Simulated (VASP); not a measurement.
# Cd3Se2 (P-3m1) in VASP: a series of runs

Aim: see how the results for Cd3Se2 move with the level of theory and the settings. Levels: PBE, r2SCAN. Tasks: single point.

Everything below comes from runs of VASP 6.6.1. Logs are shortened: lines on timing, memory, paths and dates and some standing lists are left out, and cuts for length are marked.

## (1) The cell of the first run

Symmetry: P-3m1, No. 164, trigonal system. Conventional cell: a = 4.091 Å, b = 4.091 Å, c = 9.285 Å, α = 90.00°, β = 90.00°, γ = 120.00°. Cd (site symmetry 3m) has 2 Cd at 2.70 to 3.29 Å and 3 Se at 2.87 Å within 3.6 Å. Within 3.8 Å of Cd (site symmetry -3m) lie 6 Se at 2.89 Å and 2 Cd at 3.29 Å. Se (site symmetry 3m) has 6 Cd at 2.87 to 2.89 Å within 3.8 Å.

## (2) Single point, PBE

The input, INCAR:

```
SYSTEM = Cd3Se2
  ALGO = Normal
  EDIFF = 1E-6
  ENCUT = 520
  GGA = PE
  ISIF = 2
  ISMEAR = 0
  LASPH = .TRUE.
  LCHARG = .FALSE.
  LREAL = .FALSE.
  LWAVE = .FALSE.
  NBANDS = 32
  NELM = 60
  PREC = Accurate
  SIGMA = 0.1
```

The input, KPOINTS:

```
k-points
0
G
  12 12 4
  0 0 0
```

The input, POSCAR:

```
Cd3Se2
1.0
    4.0906858552      0.0000000000      0.0000000000
   -2.0453429276      3.5426378695      0.0000000000
    0.0000000000      0.0000000000      9.2850879579
Cd Se
3 2
Direct
    0.0000000000      0.0000000000      0.3543852102
    0.0000000000      0.0000000000      0.6456147898
    0.0000000000      0.0000000000      0.0000000000
    0.6666666667      0.3333333333      0.8208437257
    0.3333333333      0.6666666667      0.1791562743
```

Potentials or basis: VASP PAW PBE potentials, release 64 (Cd, Se).

The run is started by

```console
cat potpaw_PBE.64/Cd/POTCAR potpaw_PBE.64/Se/POTCAR > POTCAR
mpirun -np 1 vasp_std > vasp.out
```

OUTCAR:

```text
SYSTEM = Cd3Se2
   EDIFF = 1E-6
   ENCUT = 520
   GGA = PE
   ISIF = 2
   ISMEAR = 0
   LASPH = .TRUE.
   LREAL = .FALSE.
   NELM = 60
   PREC = Accurate

 ion  position               nearest neighbor table
   1  0.000  0.000  0.354-   2 2.70   5 2.87   5 2.87   5 2.87   3 3.29
   2  0.000  0.000  0.646-   1 2.70   4 2.87   4 2.87   4 2.87   3 3.29
   3  0.000  0.000  0.000-   4 2.89   5 2.89   5 2.89   4 2.89   4 2.89   5 2.89   1 3.29   2 3.29

   4  0.667  0.333  0.821-   2 2.87   2 2.87   2 2.87   3 2.89   3 2.89   3 2.89
   5  0.333  0.667  0.179-   1 2.87   1 2.87   1 2.87   3 2.89   3 2.89   3 2.89

  LATTYP: Found a hexagonal cell.
 ALAT       =     4.0906858552
 C/A-ratio  =     2.2698120282

  Lattice vectors:

 A1 = (   4.0906858552,   0.0000000000,   0.0000000000)
 A2 = (  -2.0453429276,   3.5426378695,   0.0000000000)
 A3 = (   0.0000000000,   0.0000000000,   9.2850879579)

Analysis of symmetry for initial positions (statically):
=====================================================================
 Subroutine PRICEL returns:
 Original cell was already a primitive cell.

 Routine SETGRP: Setting up the symmetry group for a
 hexagonal supercell.

 Subroutine GETGRP returns: Found 12 space group operations
 (whereof 12 operations were pure point group operations)
 out of a pool of 24 trial point group operations.

The static configuration has the point symmetry D_3d.

Analysis of symmetry for dynamics (positions and initial velocities):
=====================================================================
 Subroutine PRICEL returns:
 Original cell was already a primitive cell.

 Routine SETGRP: Setting up the symmetry group for a
 hexagonal supercell.

 Subroutine GETGRP returns: Found 12 space group operations
 (whereof 12 operations were pure point group operations)
 out of a pool of 24 trial point group operations.

The dynamic configuration has the point symmetry D_3d.

 Subroutine INISYM returns: Found 12 space group operations
 (whereof 12 operations are pure point group operations),
 and found     1 'primitive' translations

----------------------------------------------------------------------------------------

                                     Primitive cell

  volume of cell :     134.5578

  direct lattice vectors                    reciprocal lattice vectors
     4.090685855  0.000000000  0.000000000     0.244457784  0.141137768  0.000000000
    -2.045342928  3.542637870  0.000000000     0.000000000  0.282275535  0.000000000
     0.000000000  0.000000000  9.285087958     0.000000000  0.000000000  0.107699572

  length of vectors
     4.090685855  4.090685855  9.285087958     0.282275535  0.282275535  0.107699572

  position of ions in fractional coordinates (direct lattice)
     0.000000000  0.000000000  0.354385210
     0.000000000  0.000000000  0.645614790
     0.000000000  0.000000000  0.000000000
     0.666666667  0.333333333  0.820843726
     0.333333333  0.666666667  0.179156274

  ion indices of the primitive-cell ions
   primitive index   ion index
                 1           1
                 2           2
                 3           3
                 4           4
                 5           5

----------------------------------------------------------------------------------------

 KPOINTS: k-points

Automatic generation of k-mesh.
 Grid dimensions read from file:
 generate k-points for:   12   12    4

 Generating k-lattice:

  Cartesian coordinates                     Fractional coordinates (reciprocal lattice)
     0.020371482  0.011761481  0.000000000     0.083333333  0.000000000  0.000000000
     0.000000000  0.023522961  0.000000000     0.000000000  0.083333333  0.000000000
     0.000000000  0.000000000  0.026924893     0.000000000  0.000000000  0.250000000

  Length of vectors
     0.023522961  0.023522961  0.026924893

  Shift w.r.t. Gamma in fractional coordinates (k-lattice)
     0.000000000  0.000000000  0.000000000

 Subroutine IBZKPT returns following result:
 ===========================================

 Found     69 irreducible k-points:

 Following reciprocal coordinates:
            Coordinates               Weight
  0.000000  0.000000  0.000000      1.000000
  0.083333 -0.000000  0.000000      6.000000
  0.166667  0.000000  0.000000      6.000000
  0.250000 -0.000000  0.000000      6.000000
  0.333333  0.000000  0.000000      6.000000
  0.416667 -0.000000  0.000000      6.000000
[... 16 lines left out ...]
  0.166667  0.000000  0.250000      6.000000
  0.000000  0.166667  0.250000      6.000000
 [... further k-points ...]
   k-points           NKPTS =     69   k-points in BZ     NKDIM =     69   number of bands    NBANDS=     32
   number of dos      NEDOS =    301   number of ions     NIONS =      5
   total plane-waves  NPLWV =  63000
   dimension x,y,z NGX =    30 NGY =   30 NGZ =   70
   dimension x,y,z NGXF=    60 NGYF=   60 NGZF=  140
   ions per type =               3   2
   NGX,Y,Z   is equivalent  to a cutoff of  12.19, 12.19, 12.53 a.u.
   NGXF,Y,Z  is equivalent  to a cutoff of  24.38, 24.38, 25.07 a.u.
 SYSTEM =  Cd3Se2
   PREC   = accura    normal or accurate (medium, high low for compatibility)
   ISTART =      0    job   : 0-new  1-cont  2-samecut
   ICHARG =      2    charge: 1-file 2-atom 10-const
   ISPIN  =      1    spin polarized calculation?
   LNONCOLLINEAR =      F non collinear calculations
   LSORBIT =      F    spin-orbit coupling
   LASPH  =      T    aspherical Exc in radial PAW
   ENCUT  =  520.0 eV  38.22 Ry    6.18 a.u.   7.61  7.61 17.26*2*pi/ulx,y,z
   NELM   =     60;   NELMIN=  2; NELMDL= -5     # of ELM steps
   EDIFF  = 0.1E-05   stopping-criterion for ELM
   LREAL  =      F    real-space projection
   EDIFFG = 0.1E-04   stopping-criterion for IOM
   NSW    =      0    number of steps for IOM
   IBRION =     -1    ionic relax: 0-MD 1-quasi-New 2-CG
   NFREE  =      0    steps in history (QN), initial steepest desc. (CG)
   ISIF   =      2    stress and relaxation
   ISYM   =      2    0-nonsym 1-usesym 2-fastsym
   POTIM  = 0.5000    time-step for ionic-motion
   TEBEG  =    0.0;   TEEND  =   0.0 temperature during run
   PSTRESS=    0.0 pullay stress
   NELECT =      48.0000    total number of electrons
   NUPDOWN=      -1.0000    fix difference up-down
   EMIN   =  10.00;   EMAX   =-10.00  energy-range for DOS
   EFERMI =   0.00;   METHOD = LEGACY
   ISMEAR =     0;   SIGMA  =   0.10  broadening in eV -4-tet -1-fermi 0-gaus
   EFERMI_NEDOS =   21; number of points for ismear=-14 and -15
   IALGO  =     38    algorithm
   IMIX   =      4    mixing-type and parameters
     AMIX     =   0.40;   BMIX     =  1.00
     AMIX_MAG =   1.60;   BMIX_MAG =  1.00
  volume/ion in A,a.u.               =      26.91       181.61
  Fermi-wavevector in a.u.,A,eV,Ry     =   1.161054  2.194073 18.341272  1.348045
  Thomas-Fermi vector in A             =   2.297630
   LORBIT       =      0    0 simple, 1 ext, 2 COOP (PROOUT), +10 PAW based schemes
   GGA     = PE    functional components
   LHFCALC =     F    Hartree Fock is set to
   AEXX    =    0.0000 exact exchange contribution
   IVDW    =     0    specifies the selected vdW correction
   LEPSILON=     F    determine dielectric tensor
   LRPA    =     F    only Hartree local field effects (RPA)
 non-spin polarized calculation
 Gauss-broadening in eV      SIGMA  =   0.10
  energy-cutoff  :      520.00
  volume of cell :      134.56
 maximum number of plane-waves:      3662
   NGX = 15   NGY = 15   NGZ = 35

 number of electron      48.0000010 magnetization

 Free energy of the ion-electron system (eV)
  ---------------------------------------------------
  ext. energy  EPLUGINS =         0.00000000
  ---------------------------------------------------
  free energy    TOTEN  =       -10.99576021 eV

  energy without entropy =      -10.99517880  energy(sigma->0) =      -10.99546951

 E-fermi :   1.5567     XC(G=0):  -9.3589

 val. band max:        1.4305858071   @ k =   0.1667   0.0833   0.5000
 cond. band min:       1.9553646312   @ k =   0.5000  -0.0000   0.5000
 fundamental gap:      0.5247788241
 Fermi energy:         1.5566766513

 k-point     1 :       0.0000    0.0000    0.0000
  band No.  band energies     occupation
      1     -11.4362      2.00000
      2     -10.9880      2.00000
      3      -7.1054      2.00000
      4      -6.8707      2.00000
      5      -6.8707      2.00000
      6      -6.7215      2.00000
[... 24 lines left out ...]
     31       8.5725      0.00000
     32       8.5727      0.00000

 k-point     2 :       0.0833   -0.0000    0.0000
  band No.  band energies     occupation
      1     -11.4006      2.00000
      2     -10.9747      2.00000
      3      -7.1049      2.00000
      4      -6.8661      2.00000
      5      -6.8536      2.00000
      6      -6.7128      2.00000
[... 24 lines left out ...]
     31       8.2711      0.00000
     32       8.3048      0.00000

 k-point     3 :       0.1667    0.0000    0.0000
  band No.  band energies     occupation
      1     -11.3003      2.00000
      2     -10.9386      2.00000
      3      -7.1048      2.00000
      4      -6.8567      2.00000
      5      -6.8102      2.00000
      6      -6.7019      2.00000
[... 24 lines left out ...]
     31       7.7234      0.00000
     32       8.0083      0.00000

 k-point     4 :       0.2500   -0.0000    0.0000
  band No.  band energies     occupation
      1     -11.1557      2.00000
      2     -10.8891      2.00000
      3      -7.1074      2.00000
      4      -6.8518      2.00000
      5      -6.7775      2.00000
      6      -6.7021      2.00000
[... 24 lines left out ...]
     31       7.6429      0.00000
     32       8.0449      0.00000

 k-point     5 :       0.3333    0.0000    0.0000
  band No.  band energies     occupation
      1     -11.0020      2.00000
      2     -10.8384      2.00000
      3      -7.1135      2.00000
      4      -6.8541      2.00000
      5      -6.7811      2.00000
      6      -6.7032      2.00000
[... 584 lines left out ...]
     31       7.9369      0.00000
     32       8.0875      0.00000

 k-point    22 :       0.0000    0.0833    0.2500
  band No.  band energies     occupation
      1     -11.3949      2.00000
      2     -10.9819      2.00000
      3      -7.0592      2.00000
      4      -6.8821      2.00000
      5      -6.8634      2.00000
      6      -6.7702      2.00000
[... 24 lines left out ...]
     31       7.9633      0.00000
     32       8.1092      0.00000

 k-point    23 :       0.1667    0.0000    0.2500
  band No.  band energies     occupation
      1     -11.2953      2.00000
      2     -10.9445      2.00000
      3      -7.0567      2.00000
      4      -6.8729      2.00000
      5      -6.8221      2.00000
      6      -6.7430      2.00000
[... 24 lines left out ...]
     31       7.7178      0.00000
     32       8.0050      0.00000

 k-point    24 :       0.0000    0.1667    0.2500
  band No.  band energies     occupation
      1     -11.2954      2.00000
      2     -10.9444      2.00000
      3      -7.0585      2.00000
      4      -6.8778      2.00000
      5      -6.8119      2.00000
      6      -6.7518      2.00000
[... 24 lines left out ...]
     31       7.8858      0.00000
     32       8.0190      0.00000

 [... further k-points ...]
[... 5 lines left out ...]
  --------------------------------------------------------------------------------------
  -------------------------------------------------------------------------------------
  Total        0.1939911      0.1939911      0.3046651     -0.0000000     -0.0000000      0.0000000
  in kB        2.3098480      2.3098480      3.6276415     -0.0000000     -0.0000000      0.0000000
  external PRESSURE =       2.7491125 kB  Pullay stress =       0.0000000 kB

 VOLUME and BASIS-vectors are now :
 -----------------------------------------------------------------------------
  energy-cutoff  :      520.00
  volume of cell :      134.56
      direct lattice vectors                 reciprocal lattice vectors
     4.090685855  0.000000000  0.000000000     0.244457784  0.141137768  0.000000000
    -2.045342928  3.542637870  0.000000000     0.000000000  0.282275535  0.000000000
     0.000000000  0.000000000  9.285087958     0.000000000  0.000000000  0.107699572

 POSITION                                       TOTAL-FORCE (eV/Angst)
 -----------------------------------------------------------------------------------
      0.00000      0.00000      3.29050         0.000000      0.000000     -0.003683
      0.00000      0.00000      5.99459        -0.000000     -0.000000      0.003683
      0.00000      0.00000      0.00000         0.000000      0.000000      0.000000
      2.04534      1.18088      7.62161        -0.000000     -0.000000     -0.003796
     -0.00000      2.36176      1.66348         0.000000      0.000000      0.003796
 -----------------------------------------------------------------------------------
    total drift:                                0.000000     -0.000000      0.000000

  FREE ENERGIE OF THE ION-ELECTRON SYSTEM (eV)
  ---------------------------------------------------
  free  energy   TOTEN  =       -10.9957602058 eV

  energy  without entropy=      -10.9951788042  energy(sigma->0) =      -10.99546951
```

It took 1.9 min on 1 thread of Intel Xeon 6975P-C (Granite Rapids), shared host; peak memory 0.4 GiB.

What came out:

```yaml
Free_energy: -10.9958 eV
Pressure: 0.3 GPa
Largest_force: 0.004 eV/Å
Band_gap_on_the_k_mesh: zero (bands 24 and 25 overlap by 0.10 eV)
```

Forces on the atoms (eV/Å):
```
Cd   0.000  0.000 -0.004
Cd   0.000  0.000  0.004
Cd   0.000  0.000  0.000
Se   0.000  0.000 -0.004
Se   0.000  0.000  0.004
```

Caveat: semilocal functionals underestimate gaps, so a narrow gap can read as zero.

(Part 1 of 2 ends here.)
